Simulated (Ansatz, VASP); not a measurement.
**One calculation of Y2MgC2, two programs**

File INCAR:

```
SYSTEM = Y2MgC2
  PREC = Accurate
  ENCUT = 520
  EDIFF = 1E-6
  ISMEAR = 0
  SIGMA = 0.1
  LREAL = .FALSE.
  LASPH = .TRUE.
  NELM = 150
  ALGO = Normal
  ISIF = 2
  LWAVE = .FALSE.
  LCHARG = .TRUE.
  ISPIN = 2
  MAGMOM = 0 0 0 1 1
  LORBIT = 11
  LMAXMIX = 4
  GGA = PE
  LELF = .TRUE.
  LVHAR = .TRUE.
  NBANDS = 28
```

KPOINTS

```
regular mesh
0
G
  6 6 6
  0 0 0
```

Contents of POSCAR:

```
Y2MgC2
1.0
    2.4048769500      1.3884563500      4.9445219200
   -2.4048769500      1.3884563500      4.9445219200
    0.0000000000     -2.7769127100      4.9445219200
Y Mg C
2 1 2
Direct
    0.2680929000      0.2680929000      0.2680929000
    0.7319071000      0.7319071000      0.7319071000
    0.5000000000      0.5000000000      0.5000000000
    0.8801388100      0.8801388100      0.8801388100
    0.1198611900      0.1198611900      0.1198611900
```

Input for Ansatz:

```yaml
crystal:
  lattice:
    - [2.40487695, 1.38845635, 4.94452192]
    - [-2.40487695, 1.38845635, 4.94452192]
    - [0.0, -2.77691271, 4.94452192]
  atoms:
    - { symbol: "Y", position: [0.2680929, 0.2680929, 0.2680929] }
    - { symbol: "Y", position: [0.7319071, 0.7319071, 0.7319071] }
    - { symbol: Mg, position: [0.5, 0.5, 0.5] }
    - { symbol: C, position: [0.88013881, 0.88013881, 0.88013881], spin: 1.0 }
    - { symbol: C, position: [0.11986119, 0.11986119, 0.11986119], spin: 1.0 }
basis:
  ecutwfc: 420
kpoints:
  mp_grid: { grid: [6, 6, 6] }
hamiltonian:
  xc: pbe
scf:
  occupations: { method: gaussian, width: 0.1 }
  lower_state_search: "off"
output:
  forces: true
  stress: true
  eigenvalues: true
  populations: true
magnetization:
  spin_polarized: true
```

Alike in both runs: task single point; functional PBE; k mesh 6 × 6 × 6; occupations gaussian, width 0.1 eV; collinear spin.

|  | VASP | Ansatz |
| --- | --- | --- |
| version | VASP 6.6.1 | Ansatz 0.2.0 |
| potentials or method | VASP PAW PBE potentials, release 64 (Y_sv, Mg, C), cutoff 520 eV | scalar-relativistic, plane waves, PAW |
| valence electrons in the cell | 32 | 40 |

Ansatz gave:

- gap on the k mesh at the Fermi level (eV): none
- pressure (GPa): -6.8
- traceless stress, the component that is largest in VASP (GPa): 12.59
- rms of the force components (eV/Å): 0.800
- net moment per atom (μB): 0.00

Q: What did VASP give for the same quantities?

A: gap on the k mesh at the Fermi level (eV): none; pressure (GPa): -6.9; traceless stress, the component that is largest in VASP (GPa): 12.60; rms of the force components (eV/Å): 0.798; net moment per atom (μB): 0.00.

Atom by atom the forces differ by 0.003 eV/Å (rms over components). A gap of «none» marks a metal or a gap that the smearing closes. The functional is the same, so the differences come from potentials, cutoffs and numerics. VASP's potentials hold 32 valence electrons a cell and Ansatz's 40, so a difference there can come from the potentials and not from the codes. Ansatz's warnings: seeded moment not kept.
